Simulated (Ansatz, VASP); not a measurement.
## Two plane-wave programs on Rb

The input INCAR:

```
SYSTEM = Rb
ALGO = Normal
EDIFF = 1E-6
EDIFFG = -0.01
ENCUT = 600
GGA = RP
IBRION = 2
ISIF = 3
ISMEAR = -1
LASPH = .True.
LCHARG = .False.
LREAL = .False.
LWAVE = .False.
NELM = 100
NSW = 80
PREC = Accurate
SIGMA = 0.1
```

Contents of KPOINTS:

```
k-points
0
Gamma
  3 3 3
  0 0 0
```

The input POSCAR:

```
Rb
1.0
    8.8656348752      0.0000000000      0.0000000000
    0.0000000000      8.8656348752      0.0000000000
    0.0000000000      0.0000000000      8.8656348752
Rb
8
Direct
    0.0000000000      0.0000000000      0.0000000000
    0.5000000000      0.5000000000      0.5000000000
    0.2500000000      0.0000000000      0.5000000000
    0.7500000000      0.0000000000      0.5000000000
    0.5000000000      0.2500000000      0.0000000000
    0.5000000000      0.7500000000      0.0000000000
    0.0000000000      0.5000000000      0.2500000000
    0.0000000000      0.5000000000      0.7500000000
```

Input for Ansatz:

```yaml
crystal:
  lattice:
    - [8.8656348752, 0.0, 0.0]
    - [0.0, 8.8656348752, 0.0]
    - [0.0, 0.0, 8.8656348752]
  atoms:
    - { symbol: Rb, position: [0.0, 0.0, 0.0] }
    - { symbol: Rb, position: [0.5, 0.5, 0.5] }
    - { symbol: Rb, position: [0.25, 0.0, 0.5] }
    - { symbol: Rb, position: [0.75, 0.0, 0.5] }
    - { symbol: Rb, position: [0.5, 0.25, 0.0] }
    - { symbol: Rb, position: [0.5, 0.75, 0.0] }
    - { symbol: Rb, position: [0.0, 0.5, 0.25] }
    - { symbol: Rb, position: [0.0, 0.5, 0.75] }
hamiltonian:
  xc: rpbe
  pseudopotentials:
    kind: paw
    azcp:
      Rb: "pseudopotentials/Rb.paw.azcp"
basis:
  ecutwfc: 420
  fft_grid_basis: typed
kpoints:
  mp_grid: { grid: [3, 3, 3], shift: [0, 0, 0] }
magnetization:
  spin_polarized: false
scf:
  occupations: { method: fermi_dirac, width: 0.1 }
relax:
  max_steps: 60
  f_tol: 0.01
  cell: {}
```

Alike in both runs: task relaxation of cell and atoms; functional RPBE; k mesh 3 × 3 × 3; occupations fermi-dirac, width 0.1 eV; no spin polarisation.

```csv
,VASP,Ansatz
version,VASP 6.6.1,Ansatz 0.2.0
potentials or method,"VASP PAW PBE potentials, release 64 (Rb_sv), cutoff 600 eV","plane waves (420 eV) with PAW, scalar-relativistic"
valence electrons in the cell,72,72
```

Ansatz gave:

```
relaxed volume (Å³/atom)                                     : 101.95
relaxed cell length with the largest relative difference (Å) : 9.343
```

**Question.** Estimate VASP's values.

**Answer.** Relaxed volume (Å³/atom): 102.13; relaxed cell length with the largest relative difference (Å): 9.349.

VASP's potentials were made for PBE, not for RPBE.

Noted on VASP's run: the volume moved by over 15 % at a fixed basis, so the end points are rough.
